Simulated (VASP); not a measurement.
A run of VASP 6.6.1 is set up as follows.

File INCAR:

```
SYSTEM = SrTiO3
PREC = Accurate
ENCUT = 520
EDIFF = 1E-7
ISMEAR = 0
SIGMA = 0.05
LREAL = .FALSE.
LASPH = .TRUE.
NELM = 100
ALGO = Normal
ISIF = 2
LWAVE = .FALSE.
LCHARG = .FALSE.
GGA = PE
NBANDS = 51
```

File KPOINTS:

```
regular mesh
0
G
  8 8 8
  0 0 0
```

POSCAR

```
SrTiO3
1.0
   -2.7884127246      2.8409041992      4.0256619569
    2.8409041992     -2.7884127246      4.0256619569
    2.8253545094      2.8253545094     -3.9887201722
Sr Ti O
2 2 6
Direct
    0.7500000000      0.2500000000      0.5000000000
    0.2500000000      0.7500000000      0.5000000000
    0.0000000000      0.0000000000      0.0000000000
    0.5000000000      0.5000000000      0.0000000000
    0.2500000000      0.2500000000      0.0000000000
    0.7500000000      0.7500000000      0.0000000000
    0.7280787197      0.2280787197      0.9561574394
    0.2280787197      0.2719212803      0.5000000000
    0.2719212803      0.7719212803      0.0438425606
    0.7719212803      0.7280787197      0.5000000000
```

Potentials or basis: VASP PAW PBE potentials, release 64 (Sr_sv, Ti_sv, O).

Launch:

```console
$ cat potpaw_PBE.64/Sr_sv/POTCAR potpaw_PBE.64/Ti_sv/POTCAR potpaw_PBE.64/O/POTCAR > POTCAR
$ mpirun -np 1 vasp_std > vasp.out
```

Task: Estimate the largest force.

Result: 0.038 eV/Å.

Task: Estimate the band gap on the k mesh.

Result: 1.75 eV.

Task: Estimate the pressure.

Result: -8.3 GPa.

Forces on the atoms (eV/Å):
```
Sr  -0.016 -0.016 -0.010
Sr   0.016  0.016  0.010
Ti   0.000  0.000  0.000
Ti   0.000  0.000  0.000
O    0.001 -0.001  0.000
O   -0.001  0.001  0.000
O    0.026  0.026 -0.010
O   -0.024  0.024  0.000
O   -0.026 -0.026  0.010
O    0.024 -0.024  0.000
```

Caveat: the cell stands under tension. A k mesh can miss the band edges.
